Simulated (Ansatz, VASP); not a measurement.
Two plane-wave programs on SnTe

File POSCAR:

```
SnTe
1.0
    0.0000000000      3.1297027185      3.1297027185
    3.1297027185      0.0000000000      3.1297027185
    3.1297027185      3.1297027185      0.0000000000
Te Sn
1 1
Direct
    0.5000000000      0.5000000000      0.5000000000
    0.0000000000      0.0000000000      0.0000000000
```

Contents of INCAR.step1:

```
PREC     = Accurate       # precision mode
ENCUT    = 520            # plane-wave cutoff, eV
ISMEAR   = -1             # smearing method
SIGMA    = 0.05           # smearing width, eV
LREAL    = False          # projectors in reciprocal space
LASPH    = True           # aspherical terms in the spheres
NELM     = 80             # most SCF steps
NBANDS   = 17             # bands
GGA      = PE             # functional
ALGO     = Normal         # electronic algorithm
EDIFF    = 1E-4           # SCF threshold, eV
LWAVE    = True           # write WAVECAR
LCHARG   = False          # write CHGCAR
```

INCAR.step2

```
PREC     = Accurate       # precision mode
ENCUT    = 520            # plane-wave cutoff, eV
EDIFF    = 1E-6           # SCF threshold, eV
ISMEAR   = -1             # smearing method
SIGMA    = 0.05           # smearing width, eV
LREAL    = False          # projectors in reciprocal space
LASPH    = True           # aspherical terms in the spheres
NELM     = 80             # most SCF steps
ALGO     = Normal         # electronic algorithm
ISIF     = 2              # what is computed and relaxed
LWAVE    = False          # write WAVECAR
LCHARG   = False          # write CHGCAR
METAGGA  = R2SCAN         # meta-GGA
LMIXTAU  = True         
LUSE_VDW = True         
IVDW_NL  = 2            
BPARAM   = 11.95        
CPARAM   = 0.0093       
NBANDS   = 17             # bands
ISTART   = 1
```

Contents of KPOINTS:

```
Automatic mesh
0
Gamma
  7 7 7
```

Contents of input.yaml:

```yaml
crystal:
  lattice:
    - [0.0, 3.1297027185, 3.1297027185]
    - [3.1297027185, 0.0, 3.1297027185]
    - [3.1297027185, 3.1297027185, 0.0]
  atoms:
    - { symbol: Te, position: [0.5, 0.5, 0.5] }
    - { symbol: Sn, position: [0.0, 0.0, 0.0] }
hamiltonian:
  xc: r2scan
  pseudopotentials: { kind: paw }
  dispersion: rvv10
kpoints:
  mp_grid: { grid: [7, 7, 7] }
scf:
  occupations: { method: fermi_dirac, width: 0.05 }
output:
  forces: true
  stress: true
  eigenvalues: true
  write_density: true
  write_potential: true
  elf: true
  volumetric_format: npy
```

Alike in both runs: task single point; functional r2SCAN; dispersion rVV10; k mesh 7 × 7 × 7; occupations fermi-dirac, width 0.05 eV; no spin polarisation.

|  | VASP | Ansatz |
| --- | --- | --- |
| version | VASP 6.6.1 | Ansatz 0.2.0 |
| potentials or method | VASP PAW PBE potentials, release 64 (Te, Sn_d) | Ansatz PAW |
| plane-wave cutoff (eV) | 520 | 500 |
| valence electrons in the cell | 20 | 30 |

|  | VASP | Ansatz | Ansatz less VASP |
| --- | --- | --- | --- |
| pressure (GPa) | 1.8 | 1.6 | -0.17 |

VASP's potentials were made for PBE, not for r2SCAN. VASP's potentials hold 20 valence electrons a cell and Ansatz's 30, so a difference there can come from the potentials and not from the codes.

Neither program's run includes spin-orbit coupling.
